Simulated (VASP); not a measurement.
# Al in VASP: notebook, part 2 of 2

VASP 6.6.1. Earlier steps stand in the parts before.

## 4. Single point, PBE

This run uses another cell than the first one: it holds 1 atom, not 3.

File INCAR:

```
PREC = Accurate ; ENCUT = 520
EDIFF = 1E-7 ; ISMEAR = 0
SIGMA = 0.1 ; LREAL = False
LASPH = True ; NELM = 60
ALGO = Fast ; ISIF = 2
LWAVE = False ; LCHARG = False
GGA = PE ; NBANDS = 8
```

File KPOINTS:

```
regular mesh
0
Gamma
  26 26 26
```

File POSCAR:

```
Al
1.0
   -1.4280616828      1.4286767485      2.0211914640
    1.4280616828     -1.4286767485      2.0211914640
    1.4280616828      1.4286767485     -2.0211914640
Al
1
Direct
    0.0000000000      0.0000000000      0.0000000000
```

Potentials or basis: VASP PAW PBE potentials, release 64 (Al).

On the command line:

```console
> cat potpaw_PBE.64/Al/POTCAR > POTCAR
> mpirun -np 1 vasp_std > vasp.out
```

OUTCAR:

```text
PREC = Accurate
   ENCUT = 520
   EDIFF = 1E-7
   ISMEAR = 0
   LREAL = False
   LASPH = True
   NELM = 60
   ISIF = 2
   GGA = PE

 ion  position               nearest neighbor table
   1  0.000  0.000  0.000-

  LATTYP: Found a body centered orthorhombic cell.
 ALAT       =     2.8561233656
 B/A-ratio  =     1.0004306997
 C/A-ratio  =     1.4153390490

  Lattice vectors:

 A1 = (  -1.4280616828,   1.4286767485,   2.0211914640)
 A2 = (   1.4280616828,  -1.4286767485,   2.0211914640)
 A3 = (   1.4280616828,   1.4286767485,  -2.0211914640)

Analysis of symmetry for initial positions (statically):
=====================================================================
 Subroutine PRICEL returns:
 Original cell was already a primitive cell.

 Routine SETGRP: Setting up the symmetry group for a
 body centered orthorhombic supercell.

 Subroutine GETGRP returns: Found  8 space group operations
 (whereof  8 operations were pure point group operations)
 out of a pool of  8 trial point group operations.

The static configuration has the point symmetry D_2h.

Analysis of symmetry for dynamics (positions and initial velocities):
=====================================================================
 Subroutine PRICEL returns:
 Original cell was already a primitive cell.

 Routine SETGRP: Setting up the symmetry group for a
 body centered orthorhombic supercell.

 Subroutine GETGRP returns: Found  8 space group operations
 (whereof  8 operations were pure point group operations)
 out of a pool of  8 trial point group operations.

The dynamic configuration has the point symmetry D_2h.

 Subroutine INISYM returns: Found  8 space group operations
 (whereof  8 operations are pure point group operations),
 and found     1 'primitive' translations

----------------------------------------------------------------------------------------

                                     Primitive cell

  volume of cell :      16.4949

  direct lattice vectors                    reciprocal lattice vectors
    -1.428061683  1.428676749  2.021191464     0.000000000  0.349974199  0.247378840
     1.428061683 -1.428676749  2.021191464     0.350124932  0.000000000  0.247378840
     1.428061683  1.428676749 -2.021191464     0.350124932  0.349974199  0.000000000

  length of vectors
     2.857567559  2.857567559  2.857567559     0.428576983  0.428700080  0.495044854

  position of ions in fractional coordinates (direct lattice)
     0.000000000  0.000000000  0.000000000

  ion indices of the primitive-cell ions
   primitive index   ion index
                 1           1

----------------------------------------------------------------------------------------

 KPOINTS: regular mesh

Automatic generation of k-mesh.
 Grid dimensions read from file:
 generate k-points for:   26   26   26

 Generating k-lattice:

  Cartesian coordinates                     Fractional coordinates (reciprocal lattice)
     0.000000000  0.013460546  0.009514571     0.038461538  0.000000000  0.000000000
     0.013466344  0.000000000  0.009514571    -0.000000000  0.038461538  0.000000000
     0.013466344  0.013460546  0.000000000    -0.000000000  0.000000000  0.038461538

  Length of vectors
     0.016483730  0.016488465  0.019040187

  Shift w.r.t. Gamma in fractional coordinates (k-lattice)
     0.000000000  0.000000000  0.000000000

 Subroutine IBZKPT returns following result:
 ===========================================

 Found   2471 irreducible k-points:

 Following reciprocal coordinates:
            Coordinates               Weight
  0.000000  0.000000  0.000000      1.000000
  0.038462  0.000000  0.000000      4.000000
  0.076923  0.000000  0.000000      4.000000
  0.115385  0.000000  0.000000      4.000000
  0.153846 -0.000000  0.000000      4.000000
  0.192308 -0.000000  0.000000      4.000000
[... 16 lines left out ...]
  0.307692  0.038462  0.000000      8.000000
  0.346154  0.038462 -0.000000      8.000000
 [... further k-points ...]
   k-points           NKPTS =   2471   k-points in BZ     NKDIM =   2471   number of bands    NBANDS=      8
   number of dos      NEDOS =    301   number of ions     NIONS =      1
   total plane-waves  NPLWV =  13824
   dimension x,y,z NGX =    24 NGY =   24 NGZ =   24
   dimension x,y,z NGXF=    48 NGYF=   48 NGZF=   48
   ions per type =               1
   NGX,Y,Z   is equivalent  to a cutoff of  13.96, 13.96, 13.96 a.u.
   NGXF,Y,Z  is equivalent  to a cutoff of  27.93, 27.93, 27.93 a.u.
 SYSTEM =  unknown system
   PREC   = accura    normal or accurate (medium, high low for compatibility)
   ISTART =      0    job   : 0-new  1-cont  2-samecut
   ICHARG =      2    charge: 1-file 2-atom 10-const
   ISPIN  =      1    spin polarized calculation?
   LNONCOLLINEAR =      F non collinear calculations
   LSORBIT =      F    spin-orbit coupling
   LASPH  =      T    aspherical Exc in radial PAW
   ENCUT  =  520.0 eV  38.22 Ry    6.18 a.u.   5.31  5.31  5.31*2*pi/ulx,y,z
   NELM   =     60;   NELMIN=  2; NELMDL= -5     # of ELM steps
   EDIFF  = 0.1E-06   stopping-criterion for ELM
   LREAL  =      F    real-space projection
   EDIFFG = 0.1E-05   stopping-criterion for IOM
   NSW    =      0    number of steps for IOM
   IBRION =     -1    ionic relax: 0-MD 1-quasi-New 2-CG
   NFREE  =      0    steps in history (QN), initial steepest desc. (CG)
   ISIF   =      2    stress and relaxation
   ISYM   =      2    0-nonsym 1-usesym 2-fastsym
   POTIM  = 0.5000    time-step for ionic-motion
   TEBEG  =    0.0;   TEEND  =   0.0 temperature during run
   PSTRESS=    0.0 pullay stress
   NELECT =       3.0000    total number of electrons
   NUPDOWN=      -1.0000    fix difference up-down
   EMIN   =  10.00;   EMAX   =-10.00  energy-range for DOS
   EFERMI =   0.00;   METHOD = LEGACY
   ISMEAR =     0;   SIGMA  =   0.10  broadening in eV -4-tet -1-fermi 0-gaus
   EFERMI_NEDOS =   21; number of points for ismear=-14 and -15
   IALGO  =     68    algorithm
   IMIX   =      4    mixing-type and parameters
     AMIX     =   0.40;   BMIX     =  1.00
     AMIX_MAG =   1.60;   BMIX_MAG =  1.00
  volume/ion in A,a.u.               =      16.49       111.31
  Fermi-wavevector in a.u.,A,eV,Ry     =   0.927540  1.752796 11.705496  0.860330
  Thomas-Fermi vector in A             =   2.053620
   LORBIT       =      0    0 simple, 1 ext, 2 COOP (PROOUT), +10 PAW based schemes
   GGA     = PE    functional components
   LHFCALC =     F    Hartree Fock is set to
   AEXX    =    0.0000 exact exchange contribution
   IVDW    =     0    specifies the selected vdW correction
   LEPSILON=     F    determine dielectric tensor
   LRPA    =     F    only Hartree local field effects (RPA)
 non-spin polarized calculation
 RMM-DIIS sequential band-by-band and
 Gauss-broadening in eV      SIGMA  =   0.10
  energy-cutoff  :      520.00
  volume of cell :       16.49
 maximum number of plane-waves:       459
 NGX is ok and might be reduce to    24

 number of electron       3.0000000 magnetization

 Free energy of the ion-electron system (eV)
  ---------------------------------------------------
  ext. energy  EPLUGINS =         0.00000000
  ---------------------------------------------------
  free energy    TOTEN  =        -3.74814427 eV

  energy without entropy =       -3.74619916  energy(sigma->0) =       -3.74717171

 E-fermi :   8.0156     XC(G=0): -10.1977

 val. band max:        8.0149624721   @ k =   0.3846   0.3462   0.0000
 cond. band min:       8.0156772055   @ k =  -0.2692   0.3462   0.1923
 fundamental gap:      0.0007147334
 Fermi energy:         8.0155795674

 k-point     1 :       0.0000    0.0000    0.0000
  band No.  band energies     occupation
      1      -3.1332      2.00000
      2      20.6196      0.00000
      3      20.6201      0.00000
      4      20.6332      0.00000
      5      22.1106      0.00000
      6      22.1198      0.00000
      7      22.1254      0.00000
      8      24.4715      0.00000
[... 243 lines left out ...]
 k-point    24 :       0.3462    0.0385   -0.0000
  band No.  band energies     occupation
      1       0.3634      2.00000
      2       7.6811      2.00000
      3      17.7184      0.00000
      4      19.6186      0.00000
      5      20.2317      0.00000
      6      21.4066      0.00000
      7      22.7325      0.00000
      8      25.3597      0.00000

 [... further k-points ...]
[... 5 lines left out ...]
  --------------------------------------------------------------------------------------
  -------------------------------------------------------------------------------------
  Total       -0.0012852     -0.0050978     -0.0055591      0.0000000      0.0000000      0.0000000
  in kB       -0.1248301     -0.4951556     -0.5399702      0.0000000      0.0000000      0.0000000
  external PRESSURE =      -0.3866520 kB  Pullay stress =       0.0000000 kB

 VOLUME and BASIS-vectors are now :
 -----------------------------------------------------------------------------
  energy-cutoff  :      520.00
  volume of cell :       16.49
      direct lattice vectors                 reciprocal lattice vectors
    -1.428061683  1.428676749  2.021191464     0.000000000  0.349974199  0.247378840
     1.428061683 -1.428676749  2.021191464     0.350124932  0.000000000  0.247378840
     1.428061683  1.428676749 -2.021191464     0.350124932  0.349974199  0.000000000

 POSITION                                       TOTAL-FORCE (eV/Angst)
 -----------------------------------------------------------------------------------
      0.00000      0.00000      0.00000         0.000000     -0.000000      0.000000
 -----------------------------------------------------------------------------------
    total drift:                                0.000000      0.000000      0.000000

  FREE ENERGIE OF THE ION-ELECTRON SYSTEM (eV)
  ---------------------------------------------------
  free  energy   TOTEN  =        -3.7481442736 eV

  energy  without entropy=       -3.7461991562  energy(sigma->0) =       -3.74717171
```

OSZICAR:

```text
N       E                     dE             d eps       ncg     rms          rms(c)
DAV:   1    -0.234813850357E+01   -0.23481E+01   -0.86443E+02 39672   0.204E+02
DAV:   2    -0.376339040280E+01   -0.14153E+01   -0.13648E+01 54904   0.187E+01
DAV:   3    -0.377061044522E+01   -0.72200E-02   -0.72159E-02 50912   0.149E+00
DAV:   4    -0.377062913082E+01   -0.18686E-04   -0.18687E-04 61752   0.663E-02
DAV:   5    -0.377062918590E+01   -0.55077E-07   -0.54365E-07 52200   0.197E-03    0.130E+00
RMM:   6    -0.375763327238E+01    0.12996E-01   -0.10576E-03 39559   0.186E-01    0.765E-01
RMM:   7    -0.374812801180E+01    0.95053E-02   -0.34578E-03 45820   0.320E-01    0.123E-01
RMM:   8    -0.374814337857E+01   -0.15367E-04   -0.15590E-04 44141   0.786E-02    0.237E-02
RMM:   9    -0.374814538918E+01   -0.20106E-05   -0.23124E-05 45720   0.293E-02    0.117E-02
RMM:  10    -0.374814472352E+01    0.66566E-06   -0.49672E-06 46806   0.139E-02    0.155E-02
RMM:  11    -0.374814435469E+01    0.36883E-06   -0.97125E-07 46938   0.534E-03    0.501E-03
RMM:  12    -0.374814427360E+01    0.81088E-07   -0.32234E-07 43782   0.328E-03
   1 F= -.37481443E+01 E0= -.37471717E+01  d E =-.194512E-02
```

It took 2.6 min on 1 thread of AMD EPYC 9R45 (Zen 5), shared host; peak memory 0.35 GiB.

Results:

```
Free energy            : -3.7481 eV
Pressure               : 0.0 GPa
Band gap on the k mesh : zero (an odd number of electrons rules out a gap without spin polarisation)
```

## 5. Single point, PBE

This run uses another cell than the first one, of 16.49 Å³/atom.

File INCAR:

```
PREC = Accurate
ENCUT = 520
EDIFF = 1E-6
ISMEAR = 0
SIGMA = 0.1
LREAL = F
LASPH = T
NELM = 80
ALGO = Fast
ISIF = 2
LWAVE = F
LCHARG = T
GGA = PE
LELF = T
LVHAR = T
NBANDS = 12
```

File KPOINTS:

```
regular mesh
0
Gamma
  20 20 20
```

File POSCAR:

```
Al
1.0
   -1.4208752685      2.0328895531      4.2824786040
    1.4208752685     -2.0328895531      4.2824786040
    1.4208752685      2.0328895531     -4.2824786040
Al
3
Direct
    0.0000000000      0.0000000000      0.0000000000
    0.3333325411      0.3333325411      0.0000000000
    0.6666674589      0.6666674589      0.0000000000
```

On the command line:

```console
> cat potpaw_PBE.64/Al/POTCAR > POTCAR
> mpirun -np 1 vasp_std > vasp.out
```

Wall time 8.7 min (1 thread of AMD EPYC 9R45 (Zen 5), shared host); peak memory 0.62 GiB.

The run converged. Its results:

- Free energy: -11.2414 eV
- Pressure: 0.0 GPa
- Band gap on the k mesh: zero (an odd number of electrons rules out a gap without spin polarisation)

Levels at points of the mesh, in eV from the Fermi level:
```csv
k point,band 2,band 3,band 4,band 5,band 6,band 7
"(0.00, 0.00, 0.00)",-3.31,-3.31,-1.18,-1.18,0.25,0.25
"(0.50, 0.00, 0.00)",-8.44,-4.62,-4.43,2.98,2.98,8.11
"(0.00, 0.50, 0.00)",-6.16,-2.90,-1.55,1.65,1.65,3.08
"(0.50, 0.50, 0.00)",-4.37,-2.74,-2.74,-2.45,-2.45,3.01
"(0.50, 0.50, 0.50)",-9.15,-3.03,-1.74,4.40,4.40,5.31
```

## 6. The runs side by side

```tsv
cell	k mesh	smearing	gap on the mesh (eV)	pressure (GPa)
a = 4.940 Å, angles 146.5, 131.1, 60.6°, 3 atoms, atomic positions A	8 × 8 × 8	gaussian 0.1 eV	none	-0.4
a = 4.037, b = 4.906, c = 5.825 Å, angles 107.6, 89.8, 114.6°, 6 atoms, atomic positions B	6 × 6 × 4	gaussian 0.2 eV	none	0.0
a = 2.858 Å, angles 120.0, 120.0, 90.0°, 1 atom, atomic positions C	26 × 26 × 26	gaussian 0.1 eV	none	0.0
a = 4.949 Å, angles 146.6, 131.5, 60.2°, 3 atoms, atomic positions A	20 × 20 × 20	gaussian 0.1 eV	none	0.0
```

Alike in all rows: task single point; level PBE; potentials or basis VASP PAW PBE potentials, release 64 (Al); no spin polarisation; cutoff (eV) 520.

Absolute energies hang on the potentials; compare differences alone.
